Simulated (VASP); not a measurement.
TaSi2: single point with r2SCAN+U

TaSi2:

```xyz
9
Lattice="4.7800 0.0000 0.0000 -2.3900 4.1396 0.0000 0.0000 0.0000 6.5640" Properties=species:S:1:pos:R:3 pbc="T T T"
Ta   -1.1950    2.0698    1.0940
Ta    1.1950    2.0698    5.4700
Ta    2.3900    0.0000    3.2820
Si    1.1949    0.6899    1.0940
Si   -1.1951    3.4497    5.4700
Si    2.3900    2.7599    3.2820
Si    1.1951    3.4497    1.0940
Si    3.5851    0.6899    5.4700
Si    0.0000    1.3797    3.2820
```

```yaml
Program: VASP 6.6.1
Task: single point
Functional: r2SCAN
Potentials_or_basis: VASP PAW PBE potentials, release 64 (Ta_sv_GW, Si)
Cutoff: 550 eV
k_mesh: 5 × 5 × 3
Occupations: fermi-dirac, width 0.05 eV
Spin: no spin polarisation
Hubbard_terms: Ta d U = 2.0 eV
```

```json
{
 "Pressure": "2.8 GPa",
 "Largest force": "0.899 eV/Å",
 "Band gap on the k mesh": "zero (an odd number of electrons rules out a gap without spin polarisation)"
}
```

Forces in eV/Å, atoms in the order of the input:
```
Ta   0.000  0.000  0.000
Ta   0.000  0.000  0.000
Ta   0.000  0.000  0.000
Si  -0.778 -0.449  0.000
Si  -0.778  0.449  0.000
Si   0.000  0.899  0.000
Si   0.778  0.449  0.000
Si   0.778 -0.449  0.000
Si   0.000 -0.899  0.000
```

Stress tensor (GPa, compression positive):
```
2.43 0.00 0.00
0.00 2.43 0.00
0.00 0.00 3.67
```

Levels at points of the mesh, in eV from the Fermi level:
| k point | band 28 | band 29 | band 30 | band 31 | band 32 | band 33 | band 34 | band 35 | band 36 | band 37 |
| --- | --- | --- | --- | --- | --- | --- | --- | --- | --- | --- |
| (0.00, 0.00, 0.00) | -2.70 | -2.55 | -2.54 | -2.54 | -2.18 | 0.66 | 3.29 | 3.29 | 3.72 | 3.76 |

Eigenvalues of the final occupation matrices:
| site | spin | trace | eigenvalues |
| --- | --- | --- | --- |
| site 1 d | 1 | 1.21 | 0.23 0.23 0.23 0.24 0.28 |
| site 1 d | 2 | 1.21 | 0.23 0.23 0.23 0.24 0.28 |
| site 2 d | 1 | 1.21 | 0.23 0.23 0.23 0.24 0.28 |
| site 2 d | 2 | 1.21 | 0.23 0.23 0.23 0.24 0.28 |
| site 3 d | 1 | 1.21 | 0.23 0.23 0.23 0.24 0.28 |
| site 3 d | 2 | 1.21 | 0.23 0.23 0.23 0.24 0.28 |

Wall time 4.7 min on 1 thread of Intel(R) Xeon(R) Platinum 8259CL CPU @ 2.50GHz (Skylake/Cascade Lake) (shared host), peak memory 0.31 GiB.

Caveat: the PAW data sets were made with another functional, which shifts forces and pressure a little; spin-orbit coupling is left out, which moves the levels of the heavy elements; an odd number of electrons without spin polarisation forces a metal; a magnetic or distorted state may lie lower; U without spin polarisation on a metal has little footing; the U is typed as a test and isn't derived for this compound.
